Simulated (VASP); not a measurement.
A run of VASP 6.6.1 is set up as follows.

The input INCAR:

```
PREC     = Accurate       # precision mode
ENCUT    = 600            # plane-wave cutoff, eV
EDIFF    = 1E-6           # SCF threshold, eV
ISMEAR   = -1             # smearing method
SIGMA    = 0.02           # smearing width, eV
LREAL    = F              # projectors in reciprocal space
LASPH    = T              # aspherical terms in the spheres
NELM     = 60             # most SCF steps
ALGO     = Normal         # electronic algorithm
ISIF     = 3              # what is computed and relaxed
LWAVE    = F              # write WAVECAR
LCHARG   = F              # write CHGCAR
GGA      = PS             # functional
IBRION   = 2              # ionic algorithm
NSW      = 80             # ionic steps
EDIFFG   = -0.01          # ionic threshold
```

KPOINTS

```
regular mesh
0
Gamma
  9 9 9
```

Contents of POSCAR:

```
Al
1.0
    0.0000000000      2.0248100000      2.0248100000
    2.0248100000      0.0000000000      2.0248100000
    2.0248100000      2.0248100000      0.0000000000
Al
1
Direct
    0.0000000000      0.0000000000      0.0000000000
```

Potentials or basis: VASP PAW PBE potentials, release 64 (Al).

Run with:

```console
$ cat potpaw_PBE.64/Al/POTCAR > POTCAR
$ mpirun -np 1 vasp_std > vasp.out
```

Question: What does it give for the space group after relaxing (to 0.05 Å)?

Answer: Fm-3m (No. 225).

Question: Estimate the relaxed cell.

Answer: a = 2.845 Å, b = 2.845 Å, c = 2.845 Å, α = 60.00°, β = 60.00°, γ = 60.00°.

The path:
```
step  energy change (eV)  largest force (eV/Å)  pressure (GPa)  volume (Å³)
   1              0.0000                0.0000           -1.59        16.60
   2             -0.0016                0.0000            0.37        16.21
   3             -0.0016                0.0000            0.00        16.28
```

Caveat: the PAW data sets were made with another functional, which shifts forces and pressure a little.
